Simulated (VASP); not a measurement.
# CaO (Fm-3m) in VASP: a series of runs, part 2 of 2

VASP 6.6.1. Earlier steps stand in the parts before.

## 3. Single point, r2SCAN (volume changed by -3%)

Contents of POSCAR:

```
CaO
1.0
    0.0000000000      2.3733307921      2.3733307921
    2.3733307921      0.0000000000      2.3733307921
    2.3733307921      2.3733307921      0.0000000000
Ca O
1 1
Direct
    0.0000000000      0.0000000000      0.0000000000
    0.5000000000      0.5000000000      0.5000000000
```

Contents of INCAR.step1:

```
ALGO = Normal
EDIFF = 1E-5
ENCUT = 910
GGA = PE
GGA_COMPAT = False
ISMEAR = 0
LASPH = True
LCHARG = False
LREAL = False
LWAVE = True
NBANDS = 15
NELM = 120
PREC = Accurate
SIGMA = 0.01
```

Contents of INCAR.step2:

```
ALGO = Normal
EDIFF = 1E-6
ENCUT = 910
GGA_COMPAT = False
ISIF = 2
ISMEAR = 0
ISTART = 1
LASPH = True
LCHARG = True
LELF = True
LMIXTAU = True
LREAL = False
LVHAR = True
LWAVE = False
METAGGA = R2SCAN
NBANDS = 15
NELM = 120
PREC = Accurate
SIGMA = 0.01
```

Contents of KPOINTS:

```
k-points
0
Gamma
  8 8 8
```

Potentials or basis: VASP PAW PBE potentials, release 64 (Ca_sv, O_h).

Command:

```console
$ cat potpaw_PBE.64/Ca_sv/POTCAR potpaw_PBE.64/O_h/POTCAR > POTCAR
$ cp INCAR.step1 INCAR
$ mpirun -np 1 vasp_std > vasp.out
$ cp INCAR.step2 INCAR
$ mpirun -np 1 vasp_std > vasp.out
```

OUTCAR:

```text
EDIFF = 1E-6
   ENCUT = 910
   ISIF = 2
   ISMEAR = 0
   ISTART = 1
   LASPH = True
   LREAL = False
   METAGGA = R2SCAN
   NELM = 120
   PREC = Accurate

 ion  position               nearest neighbor table
   1  0.000  0.000  0.000-
   2  0.500  0.500  0.500-

  LATTYP: Found a face centered cubic cell.
 ALAT       =     4.7466615842

  Lattice vectors:

 A1 = (   0.0000000000,   2.3733307921,   2.3733307921)
 A2 = (   2.3733307921,   0.0000000000,   2.3733307921)
 A3 = (   2.3733307921,   2.3733307921,   0.0000000000)

Analysis of symmetry for initial positions (statically):
=====================================================================
 Subroutine PRICEL returns:
 Original cell was already a primitive cell.

 Routine SETGRP: Setting up the symmetry group for a
 face centered cubic supercell.

 Subroutine GETGRP returns: Found 48 space group operations
 (whereof 48 operations were pure point group operations)
 out of a pool of 48 trial point group operations.

The static configuration has the point symmetry O_h .

Analysis of symmetry for dynamics (positions and initial velocities):
=====================================================================
 Subroutine PRICEL returns:
 Original cell was already a primitive cell.

 Routine SETGRP: Setting up the symmetry group for a
 face centered cubic supercell.

 Subroutine GETGRP returns: Found 48 space group operations
 (whereof 48 operations were pure point group operations)
 out of a pool of 48 trial point group operations.

The dynamic configuration has the point symmetry O_h .

 Subroutine INISYM returns: Found 48 space group operations
 (whereof 48 operations are pure point group operations),
 and found     1 'primitive' translations

----------------------------------------------------------------------------------------

                                     Primitive cell

  volume of cell :      26.7365

  direct lattice vectors                    reciprocal lattice vectors
     0.000000000  2.373330792  2.373330792    -0.210674383  0.210674383  0.210674383
     2.373330792  0.000000000  2.373330792     0.210674383 -0.210674383  0.210674383
     2.373330792  2.373330792  0.000000000     0.210674383  0.210674383 -0.210674383

  length of vectors
     3.356396594  3.356396594  3.356396594     0.364898735  0.364898735  0.364898735

  position of ions in fractional coordinates (direct lattice)
     0.000000000  0.000000000  0.000000000
     0.500000000  0.500000000  0.500000000

  ion indices of the primitive-cell ions
   primitive index   ion index
                 1           1
                 2           2

----------------------------------------------------------------------------------------

 KPOINTS: k-points

Automatic generation of k-mesh.
 Grid dimensions read from file:
 generate k-points for:    8    8    8

 Generating k-lattice:

  Cartesian coordinates                     Fractional coordinates (reciprocal lattice)
    -0.026334298  0.026334298  0.026334298     0.125000000  0.000000000  0.000000000
     0.026334298 -0.026334298  0.026334298     0.000000000  0.125000000  0.000000000
     0.026334298  0.026334298 -0.026334298     0.000000000  0.000000000  0.125000000

  Length of vectors
     0.045612342  0.045612342  0.045612342

  Shift w.r.t. Gamma in fractional coordinates (k-lattice)
     0.000000000  0.000000000  0.000000000

 Subroutine IBZKPT returns following result:
 ===========================================

 Found     29 irreducible k-points:

 Following reciprocal coordinates:
            Coordinates               Weight
  0.000000  0.000000  0.000000      1.000000
  0.125000  0.000000  0.000000      8.000000
  0.250000  0.000000  0.000000      8.000000
  0.375000  0.000000  0.000000      8.000000
  0.500000  0.000000  0.000000      4.000000
  0.125000  0.125000  0.000000      6.000000
[... 16 lines left out ...]
  0.500000  0.250000  0.125000     48.000000
 -0.375000  0.250000  0.125000     24.000000
 [... further k-points ...]
   k-points           NKPTS =     29   k-points in BZ     NKDIM =     29   number of bands    NBANDS=     15
   number of dos      NEDOS =    301   number of ions     NIONS =      2
   total plane-waves  NPLWV =  46656
   dimension x,y,z NGX =    36 NGY =   36 NGZ =   36
   dimension x,y,z NGXF=    72 NGYF=   72 NGZF=   72
   ions per type =               1   1
   NGX,Y,Z   is equivalent  to a cutoff of  17.83, 17.83, 17.83 a.u.
   NGXF,Y,Z  is equivalent  to a cutoff of  35.66, 35.66, 35.66 a.u.
 SYSTEM =  unknown system
   PREC   = accura    normal or accurate (medium, high low for compatibility)
   ISTART =      1    job   : 0-new  1-cont  2-samecut
   ICHARG =      0    charge: 1-file 2-atom 10-const
   ISPIN  =      1    spin polarized calculation?
   LNONCOLLINEAR =      F non collinear calculations
   LSORBIT =      F    spin-orbit coupling
   LASPH  =      T    aspherical Exc in radial PAW
   ENCUT  =  910.0 eV  66.88 Ry    8.18 a.u.   8.26  8.26  8.26*2*pi/ulx,y,z
   NELM   =    120;   NELMIN=  2; NELMDL=  0     # of ELM steps
   EDIFF  = 0.1E-05   stopping-criterion for ELM
   LREAL  =      F    real-space projection
   EDIFFG = 0.1E-04   stopping-criterion for IOM
   NSW    =      0    number of steps for IOM
   IBRION =     -1    ionic relax: 0-MD 1-quasi-New 2-CG
   NFREE  =      0    steps in history (QN), initial steepest desc. (CG)
   ISIF   =      2    stress and relaxation
   ISYM   =      2    0-nonsym 1-usesym 2-fastsym
   POTIM  = 0.5000    time-step for ionic-motion
   TEBEG  =    0.0;   TEEND  =   0.0 temperature during run
   PSTRESS=    0.0 pullay stress
   NELECT =      16.0000    total number of electrons
   NUPDOWN=      -1.0000    fix difference up-down
   EMIN   =  10.00;   EMAX   =-10.00  energy-range for DOS
   EFERMI =   0.00;   METHOD = LEGACY
   ISMEAR =     0;   SIGMA  =   0.01  broadening in eV -4-tet -1-fermi 0-gaus
   EFERMI_NEDOS =   21; number of points for ismear=-14 and -15
   IALGO  =     38    algorithm
   IMIX   =      4    mixing-type and parameters
     AMIX     =   0.40;   BMIX     =  1.00
     AMIX_MAG =   1.60;   BMIX_MAG =  1.00
  volume/ion in A,a.u.               =      13.37        90.21
  Fermi-wavevector in a.u.,A,eV,Ry     =   1.379579  2.607026 25.895125  1.903238
  Thomas-Fermi vector in A             =   2.504535
   LORBIT       =      0    0 simple, 1 ext, 2 COOP (PROOUT), +10 PAW based schemes
   METAGGA = R2SCAN    functional components
   LHFCALC =     F    Hartree Fock is set to
   AEXX    =    0.0000 exact exchange contribution
   IVDW    =     0    specifies the selected vdW correction
   LEPSILON=     F    determine dielectric tensor
   LRPA    =     F    only Hartree local field effects (RPA)
 non-spin polarized calculation
 Gauss-broadening in eV      SIGMA  =   0.01
  energy-cutoff  :      910.00
  volume of cell :       26.74
 maximum number of plane-waves:      1700
 NGX is ok and might be reduce to    36
   NGX = 17   NGY = 17   NGZ = 17

 number of electron      16.0000001 magnetization

 Free energy of the ion-electron system (eV)
  ---------------------------------------------------
  ext. energy  EPLUGINS =         0.00000000
  ---------------------------------------------------
  free energy    TOTEN  =       -19.44755877 eV

  energy without entropy =      -19.44755877  energy(sigma->0) =      -19.44755877

 E-fermi :   2.5877     XC(G=0): -11.2772

 val. band max:        2.5151105966   @ k =   0.0000   0.0000   0.0000
 cond. band min:       6.6953950726   @ k =   0.5000   0.5000   0.0000
 fundamental gap:      4.1802844760
 Fermi energy:         2.5877453227

 k-point     1 :       0.0000    0.0000    0.0000
  band No.  band energies     occupation
      1     -36.3831      2.00000
      2     -16.2464      2.00000
      3     -16.2464      2.00000
      4     -16.2464      2.00000
      5     -14.0330      2.00000
      6       2.5151      2.00000
      7       2.5151      2.00000
      8       2.5151      2.00000
      9       8.2670      0.00000
     10       9.4647      0.00000
     11       9.4647      0.00000
     12       9.4647      0.00000
     13      11.1278      0.00000
     14      11.1278      0.00000
     15      18.5394      0.00000
[... 397 lines left out ...]
 k-point    24 :      -0.3750    0.2500    0.1250
  band No.  band energies     occupation
      1     -36.2446      2.00000
      2     -17.3628      2.00000
      3     -16.5130      2.00000
      4     -16.3864      2.00000
      5     -12.9239      2.00000
      6       0.4328      2.00000
      7       1.3615      2.00000
      8       1.4090      2.00000
      9      10.0487      0.00000
     10      10.1410      0.00000
     11      12.1944      0.00000
     12      12.4837      0.00000
     13      13.8016      0.00000
     14      15.6316      0.00000
     15      17.9057      0.00000

 [... further k-points ...]
[... 5 lines left out ...]
  --------------------------------------------------------------------------------------
  -------------------------------------------------------------------------------------
  Total        0.8067633      0.8067633      0.8067633     -0.0000000      0.0000000     -0.0000000
  in kB       48.3450395     48.3450395     48.3450395     -0.0000000      0.0000000     -0.0000000
  external PRESSURE =      48.3450395 kB  Pullay stress =       0.0000000 kB

 VOLUME and BASIS-vectors are now :
 -----------------------------------------------------------------------------
  energy-cutoff  :      910.00
  volume of cell :       26.74
      direct lattice vectors                 reciprocal lattice vectors
     0.000000000  2.373330792  2.373330792    -0.210674383  0.210674383  0.210674383
     2.373330792  0.000000000  2.373330792     0.210674383 -0.210674383  0.210674383
     2.373330792  2.373330792  0.000000000     0.210674383  0.210674383 -0.210674383

 POSITION                                       TOTAL-FORCE (eV/Angst)
 -----------------------------------------------------------------------------------
      0.00000      0.00000      0.00000         0.000000     -0.000000     -0.000000
      2.37333      2.37333      2.37333        -0.000000      0.000000      0.000000
 -----------------------------------------------------------------------------------
    total drift:                                0.000000      0.000000      0.000000

  FREE ENERGIE OF THE ION-ELECTRON SYSTEM (eV)
  ---------------------------------------------------
  free  energy   TOTEN  =       -19.4475587669 eV

  energy  without entropy=      -19.4475587669  energy(sigma->0) =      -19.44755877
```

It took 89 s on 1 thread of Intel Xeon Platinum 8375C at 2.90GHz (Ice Lake), shared host; peak memory 0.22 GiB.

What came out:

```
Free energy            : -19.4476 eV
Pressure               : 4.8 GPa
Band gap on the k mesh : 4.18 eV, indirect (least direct gap 4.54 eV)
```

Levels at points of the mesh, in eV from the valence-band top:
```tsv
k point	band 6	band 7	band 8	band 9	band 10	band 11
(0.00, 0.00, 0.00)	0.00	0.00	0.00	5.75	6.95	6.95
(0.50, 0.00, 0.00)	-2.69	-1.27	-1.27	7.88	9.26	9.26
(0.50, 0.50, 0.00)	-1.27	-0.36	-0.36	4.18	9.05	9.85
```

Caveat: the cutoff is under 1.25 times the usual one of these potentials, so pressure, stress and relaxed cells hold a basis-set (Pulay) error; the PAW data sets were made with another functional, which shifts forces and pressure a little.

## 4. Single point, r2SCAN (volume changed by +3%)

Contents of POSCAR:

```
CaO
1.0
    0.0000000000      2.4212897900      2.4212897900
    2.4212897900      0.0000000000      2.4212897900
    2.4212897900      2.4212897900      0.0000000000
Ca O
1 1
Direct
    0.0000000000      0.0000000000      0.0000000000
    0.5000000000      0.5000000000      0.5000000000
```

Contents of INCAR.step1:

```
SYSTEM = CaO
ALGO = Normal
EDIFF = 1E-5
ENCUT = 910
GGA = PE
GGA_COMPAT = .FALSE.
ISMEAR = 0
LASPH = .TRUE.
LCHARG = .FALSE.
LREAL = .FALSE.
LWAVE = .TRUE.
NBANDS = 15
NELM = 120
PREC = Accurate
SIGMA = 0.01
```

Contents of INCAR.step2:

```
SYSTEM = CaO
ALGO = Normal
EDIFF = 1E-6
ENCUT = 910
GGA_COMPAT = .FALSE.
ISIF = 2
ISMEAR = 0
ISTART = 1
LASPH = .TRUE.
LCHARG = .TRUE.
LELF = .TRUE.
LMIXTAU = .TRUE.
LREAL = .FALSE.
LVHAR = .TRUE.
LWAVE = .FALSE.
METAGGA = R2SCAN
NBANDS = 15
NELM = 120
PREC = Accurate
SIGMA = 0.01
```

Contents of KPOINTS:

```
k-points
0
G
  8 8 8
  0 0 0
```

Command:

```console
$ cat potpaw_PBE.64/Ca_sv/POTCAR potpaw_PBE.64/O_h/POTCAR > POTCAR
$ cp INCAR.step1 INCAR
$ mpirun -np 1 vasp_std > vasp.out
$ cp INCAR.step2 INCAR
$ mpirun -np 1 vasp_std > vasp.out
```

Run time: 52 s. Hardware: 1 thread of Intel Xeon 6975P-C (Granite Rapids), shared host; peak memory 0.23 GiB.

The run converged. Its results:

* Free energy: -19.4606 eV
* Pressure: -2.5 GPa
* Band gap on the k mesh: 4.20 eV, indirect (least direct gap 4.58 eV)

Levels at points of the mesh, in eV from the valence-band top:
| k point | band 6 | band 7 | band 8 | band 9 | band 10 | band 11 |
| --- | --- | --- | --- | --- | --- | --- |
| (0.00, 0.00, 0.00) | 0.00 | 0.00 | 0.00 | 5.24 | 6.80 | 6.80 |
| (0.50, 0.00, 0.00) | -2.55 | -1.15 | -1.15 | 7.59 | 8.92 | 8.92 |
| (0.50, 0.50, 0.00) | -1.30 | -0.38 | -0.38 | 4.20 | 8.59 | 9.50 |

Caveat: the cutoff is under 1.25 times the usual one of these potentials, so pressure, stress and relaxed cells hold a basis-set (Pulay) error; the PAW data sets were made with another functional, which shifts forces and pressure a little.

## 5. Summary

| potentials or basis | cell | cutoff (eV) | second run | gap on the mesh (eV) | pressure (GPa) |
| --- | --- | --- | --- | --- | --- |
| VASP PAW PBE potentials, release 64 (Ca_sv, O) | a = 3.457 Å, angles 60.0°, 2 atoms | 520 | - | 4.20 | -5.2 |
| VASP PAW PBE potentials, release 64 (Ca_sv, O_h) | a = 3.356 Å, angles 60.0°, 2 atoms | 910 | hard_potentials | 4.18 | 4.8 |
| VASP PAW PBE potentials, release 64 (Ca_sv, O_h) | a = 3.424 Å, angles 60.0°, 2 atoms | 910 | hard_potentials | 4.20 | -2.5 |

Alike in all rows: task single point; level r2SCAN; no spin polarisation; k mesh 8 × 8 × 8; smearing gaussian 0.01 eV.

Caveats: the PAW data sets were made with another functional, which shifts forces and pressure a little; the cutoff is under 1.25 times the usual one of these potentials, so pressure, stress and relaxed cells hold a basis-set (Pulay) error (some runs).

Absolute energies hang on the potentials; compare differences alone.
